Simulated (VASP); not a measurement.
A run of VASP 6.6.1 is set up as follows.

Contents of INCAR:

```
SYSTEM = BAs
ALGO = Normal ; EDIFF = 1E-7
EDIFFG = -0.002 ; ENCUT = 450
GGA = PE ; GGA_COMPAT = .FALSE.
IBRION = 2 ; ISIF = 2
ISMEAR = 0 ; LASPH = .TRUE.
LCHARG = .FALSE. ; LREAL = .FALSE.
LWAVE = .FALSE. ; NELM = 120
NELMIN = 4 ; NSW = 60
PREC = Accurate ; SIGMA = 0.02
```

The input KPOINTS:

```
k-points
0
G
  8 8 8
  0 0 0
```

File POSCAR:

```
BAs
1.0
    0.0000000000      2.3805122038      2.4189851283
    2.3805122038      0.0000000000      2.4189851283
    2.3805122038      2.3805122038      0.0000000000
B As
1 1
Direct
    0.0000000000      0.0000000000      0.0000000000
    0.2500000000      0.2500000000      0.2500000000
```

Potentials or basis: VASP PAW PBE potentials, release 64 (B, As).

Run with:

```sh
$ cat potpaw_PBE.64/B/POTCAR potpaw_PBE.64/As/POTCAR > POTCAR
$ mpirun -np 1 vasp_std > vasp.out
```

(1) Predict the band gap on the k mesh.

Answers

(1) 1.07 eV (least direct gap 3.18 eV).

Caveat: the cell differs from its parent crystal (strained cell).
